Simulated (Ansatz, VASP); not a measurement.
## Al in VASP and in Ansatz

```
Al
1.0
     8.10000    0.00000    0.00000
     0.00000    8.10000    0.00000
     0.00000    0.00000    8.10000
Al
33
Direct
  0.49726 0.99710 0.00297
  0.74975 0.24988 0.99757
  0.75074 0.01517 0.25018
  0.00232 0.99784 0.00222
  0.25031 0.25024 0.98477
  0.49753 0.50263 0.00268
  0.75074 0.75009 0.98477
  0.24964 0.06026 0.24979
  0.51526 0.25023 0.25014
  0.75076 0.48476 0.25018
  0.49684 0.99668 0.49673
  0.74973 0.24987 0.50248
  0.74975 0.00245 0.74985
  0.00208 0.50194 0.00199
  0.24962 0.74983 0.94133
  0.98481 0.25022 0.25011
  0.24964 0.44101 0.24980
  0.56147 0.74980 0.24976
  0.00271 0.99747 0.49752
  0.25032 0.25024 0.51523
  0.49714 0.50303 0.49703
  0.75072 0.75010 0.51519
  0.25036 0.01520 0.75037
  0.50252 0.24984 0.74982
  0.74977 0.49753 0.74986
  0.94225 0.74983 0.24977
  0.00244 0.50228 0.49777
  0.24962 0.74982 0.56057
  0.99765 0.24988 0.74985
  0.25036 0.48475 0.75038
  0.51524 0.75008 0.75036
  0.98480 0.75006 0.75035
  0.25245 0.75085 0.25126
```

Alike in both runs: functional LDA; k mesh 2 × 2 × 2; occupations gaussian, width 0.1 eV; no spin polarisation.

Ansatz relaxed the structure, and its values are those at the end. VASP's run is a single point on that final structure, the one shown.

|  | VASP | Ansatz |
| --- | --- | --- |
| version | VASP 6.6.1 | Ansatz 0.2.0 |
| potentials or method | VASP PAW LDA potentials, release 64 (Al), cutoff 520 eV | scalar-relativistic, plane waves, PAW |
| valence electrons in the cell | 99 | 99 |

```csv
,VASP,Ansatz,Ansatz less VASP
rms of the force components (eV/Å),0.004,0.004,+0.0003
```

LDA's correlation is that of Perdew and Zunger in VASP and of Perdew and Wang (1992) in Ansatz.

The k mesh is coarse, so the values compare programs but aren't converged.
